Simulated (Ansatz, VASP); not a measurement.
One calculation of WSe2, two programs

```
CELL_PARAMETERS angstrom
3.27090 -0.03271 0.00000
-1.66378 2.84904 0.00000
0.00000 0.00000 29.18475
ATOMIC_POSITIONS crystal
W 0.66667 0.33333 0.00000
W 0.33333 0.66667 0.77346
W 0.33333 0.66667 0.22654
Se 0.33333 0.66667 0.05737
Se 0.66667 0.33333 0.83084
Se 0.66667 0.33333 0.28383
Se 0.33333 0.66667 0.94263
Se 0.66667 0.33333 0.71617
Se 0.66667 0.33333 0.16916
```

Change from the starting cell: strain -0.0200 x Voigt [0, 0, 0, 0, 0, 1], atoms carried along.

Alike in both runs: task single point; functional PBEsol; k mesh 12 × 12 × 1; occupations gaussian, width 0.05 eV; no spin polarisation.

```csv
,VASP,Ansatz
version,VASP 6.6.1,Ansatz 0.2.0
potentials or method,"VASP PAW PBE potentials, release 64 (W_sv, Se), cutoff 520 eV","scalar-relativistic, plane waves, PAW"
valence electrons in the cell,78,138
```

```csv
,VASP,Ansatz,Ansatz less VASP
gap on the k mesh at the Fermi level (eV),1.24,1.25,+0.004
least direct gap on the mesh (eV),1.62,1.63,+0.003
rms of the force components (eV/Å),0.069,0.061,-0.0078
```

VASP's potentials were made for PBE, not for PBEsol. Atom by atom the forces differ by 0.029 eV/Å (rms over components). VASP's potentials hold 78 valence electrons a cell and Ansatz's 138, so a difference there can come from the potentials and not from the codes.

Neither program's run includes spin-orbit coupling.
